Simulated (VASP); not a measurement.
# CaO (Fm-3m) in VASP: notebook, part 2 of 2

VASP 6.6.1. Earlier steps stand in the parts before.

## 3. Relaxation of cell and atoms, LDA

This run uses another cell than the first one, of 14.77 Å³/atom.

The input, INCAR:

```
ALGO = Normal
EDIFF = 1E-6
EDIFFG = -0.05
ENCUT = 600
GGA = CA
IBRION = 2
ISIF = 3
ISMEAR = 0
LASPH = T
LCHARG = F
LREAL = F
LWAVE = F
NELM = 100
NSW = 100
PREC = Accurate
SIGMA = 0.1
```

The input, KPOINTS:

```
k-points
0
Gamma
  8 8 8
```

The input, POSCAR:

```
CaO
1.0
    0.0000000000      2.4535000000      2.4535000000
    2.4535000000      0.0000000000      2.4535000000
    2.4535000000      2.4535000000      0.0000000000
Ca O
1 1
Direct
    0.0000000000      0.0000000000      0.0000000000
    0.5000000000      0.5000000000      0.5000000000
```

Potentials or basis: VASP PAW LDA potentials, release 64 (Ca_sv, O).

Run with:

```bash
$ cat potpaw_LDA.64/Ca_sv/POTCAR potpaw_LDA.64/O/POTCAR > POTCAR
$ mpirun -np 1 vasp_std > vasp.out
```

OUTCAR:

```text
EDIFF = 1E-6
   EDIFFG = -0.05
   ENCUT = 600
   GGA = CA
   IBRION = 2
   ISIF = 3
   ISMEAR = 0
   LASPH = T
   LREAL = F
   NELM = 100
   NSW = 100
   PREC = Accurate

 ion  position               nearest neighbor table
   1  0.000  0.000  0.000-   2 2.45   2 2.45   2 2.45   2 2.45   2 2.45   2 2.45
   2  0.500  0.500  0.500-   1 2.45   1 2.45   1 2.45   1 2.45   1 2.45   1 2.45

  LATTYP: Found a face centered cubic cell.
 ALAT       =     4.9070000000

  Lattice vectors:

 A1 = (   0.0000000000,   2.4535000000,   2.4535000000)
 A2 = (   2.4535000000,   0.0000000000,   2.4535000000)
 A3 = (   2.4535000000,   2.4535000000,   0.0000000000)

Analysis of symmetry for initial positions (statically):
=====================================================================
 Subroutine PRICEL returns:
 Original cell was already a primitive cell.

 Routine SETGRP: Setting up the symmetry group for a
 face centered cubic supercell.

 Subroutine GETGRP returns: Found 48 space group operations
 (whereof 48 operations were pure point group operations)
 out of a pool of 48 trial point group operations.

The static configuration has the point symmetry O_h .

Analysis of symmetry for dynamics (positions and initial velocities):
=====================================================================
 Subroutine PRICEL returns:
 Original cell was already a primitive cell.

 Routine SETGRP: Setting up the symmetry group for a
 face centered cubic supercell.

 Subroutine GETGRP returns: Found 48 space group operations
 (whereof 48 operations were pure point group operations)
 out of a pool of 48 trial point group operations.

The dynamic configuration has the point symmetry O_h .

 Subroutine INISYM returns: Found 48 space group operations
 (whereof 48 operations are pure point group operations),
 and found     1 'primitive' translations

----------------------------------------------------------------------------------------

[... 132 lines left out ...]

 number of electron      16.0000005 magnetization

 Free energy of the ion-electron system (eV)
  ---------------------------------------------------
  ext. energy  EPLUGINS =         0.00000000
  ---------------------------------------------------
  free energy    TOTEN  =       -14.09533438 eV

  energy without entropy =      -14.09533438  energy(sigma->0) =      -14.09533438

------------------------ aborting loop because EDIFF is reached ----------------------------------------

  FORCE on cell =-STRESS in cart. coord.  units (eV):
  Direction    XX          YY          ZZ          XY          YZ          ZX
  --------------------------------------------------------------------------------------
  -------------------------------------------------------------------------------------
  Total       -2.1612175     -2.1612175     -2.1612175      0.0000000     -0.0000000     -0.0000000
  in kB     -117.2251738   -117.2251738   -117.2251738      0.0000000     -0.0000000     -0.0000000
  external PRESSURE =    -117.2251738 kB  Pullay stress =       0.0000000 kB
[... 59 lines left out ...]
--------------------------------------- Ionic step        3  -------------------------------------------

 number of electron      15.9999998 magnetization

 Free energy of the ion-electron system (eV)
  ---------------------------------------------------
  ext. energy  EPLUGINS =         0.00000000
  ---------------------------------------------------
  free energy    TOTEN  =       -14.22952511 eV

  energy without entropy =      -14.22952511  energy(sigma->0) =      -14.22952511

 E-fermi :   2.7907     XC(G=0): -11.3077

 val. band max:        2.3471115980   @ k =   0.0000   0.0000   0.0000
 cond. band min:       5.7726274471   @ k =   0.5000   0.5000   0.0000
 fundamental gap:      3.4255158492
 Fermi energy:         2.7907243649

 k-point     1 :       0.0000    0.0000    0.0000
  band No.  band energies     occupation
      1     -34.4972      2.00000
      2     -15.4958      2.00000
      3     -15.4958      2.00000
      4     -15.4958      2.00000
      5     -12.9705      2.00000
      6       2.3471      2.00000
      7       2.3471      2.00000
      8       2.3471      2.00000
      9       7.3794      0.00000
     10       8.5839      0.00000
     11       8.5839      0.00000
     12       8.5839      0.00000
[... 331 lines left out ...]
 k-point    24 :      -0.3750    0.2500    0.1250
  band No.  band energies     occupation
      1     -34.3318      2.00000
      2     -16.6553      2.00000
      3     -15.8026      2.00000
      4     -15.6555      2.00000
      5     -11.8220      2.00000
      6       0.1546      2.00000
      7       1.1425      2.00000
      8       1.1868      2.00000
      9       9.2055      0.00000
     10       9.2757      0.00000
     11      11.3965      0.00000
     12      11.6915      0.00000

 [... further k-points ...]

------------------------ aborting loop because EDIFF is reached ----------------------------------------

  FORCE on cell =-STRESS in cart. coord.  units (eV):
  Direction    XX          YY          ZZ          XY          YZ          ZX
  --------------------------------------------------------------------------------------
  -------------------------------------------------------------------------------------
  Total        0.0015443      0.0015443      0.0015443      0.0000000      0.0000000     -0.0000000
  in kB        0.0942842      0.0942842      0.0942842      0.0000000      0.0000000     -0.0000000
  external PRESSURE =       0.0942842 kB  Pullay stress =       0.0000000 kB
[... 17 lines left out ...]
  FREE ENERGIE OF THE ION-ELECTRON SYSTEM (eV)
  ---------------------------------------------------
  free  energy   TOTEN  =       -14.2295251095 eV

  energy  without entropy=      -14.2295251095  energy(sigma->0) =      -14.22952511

 reached required accuracy - stopping structural energy minimisation
```

OSZICAR:

```text
N       E                     dE             d eps       ncg     rms          rms(c)
DAV:   1     0.138314148550E+03    0.13831E+03   -0.93020E+03   696   0.149E+03
DAV:   2    -0.828106997926E+01   -0.14660E+03   -0.13586E+03   816   0.348E+02
DAV:   3    -0.155362626492E+02   -0.72552E+01   -0.71869E+01   864   0.796E+01
[... 27 lines left out ...]
DAV:   5    -0.142279829245E+02   -0.17257E-03   -0.28609E-04   868   0.203E-01    0.150E-01
DAV:   6    -0.142294282911E+02   -0.14454E-02   -0.16864E-03  1116   0.270E-01    0.584E-02
DAV:   7    -0.142295280148E+02   -0.99724E-04   -0.16843E-04  1132   0.134E-01    0.831E-03
DAV:   8    -0.142295250569E+02    0.29579E-05   -0.68671E-06  1064   0.211E-02    0.193E-03
DAV:   9    -0.142295251095E+02   -0.52582E-07   -0.60398E-07   516   0.394E-03
   3 F= -.14229525E+02 E0= -.14229525E+02  d E =-.134191E+00
```

Wall time 18 s (1 thread of AMD EPYC 9R45 (Zen 5), shared host); peak memory 0.13 GiB.

Results:

```
Free energy                           : -14.2295 eV
Relaxed volume                        : 13.12 Å³/atom
Relaxed cell                          : a = 3.336 Å, b = 3.336 Å, c = 3.336 Å, α = 60.00°, β = 60.00°, γ = 60.00°
Space group after relaxing (to 0.1 Å) : Fm-3m (No. 225)
Energy gained by relaxing             : 67.1 meV/atom
Ionic steps                           : 3
Pressure after relaxing               : 0.0 GPa
Band gap on the k mesh                : 3.43 eV (least direct gap 3.79 eV)
```

The path:
```
step  energy change (eV)  largest force (eV/Å)  pressure (GPa)  volume (Å³)
   1              0.0000                0.0000          -11.72        29.54
   2             -0.1145                0.0000            6.01        25.16
   3             -0.1342                0.0000            0.01        26.24
```

Final structure:
```yaml
crystal:
  lattice:
    - [0.00000, 2.35863, 2.35863]
    - [2.35863, 0.00000, 2.35863]
    - [2.35863, 2.35863, 0.00000]
  atoms:
    - { symbol: Ca, position: [0.00000, 0.00000, 0.00000] }
    - { symbol: O, position: [0.50000, 0.50000, 0.50000] }
```
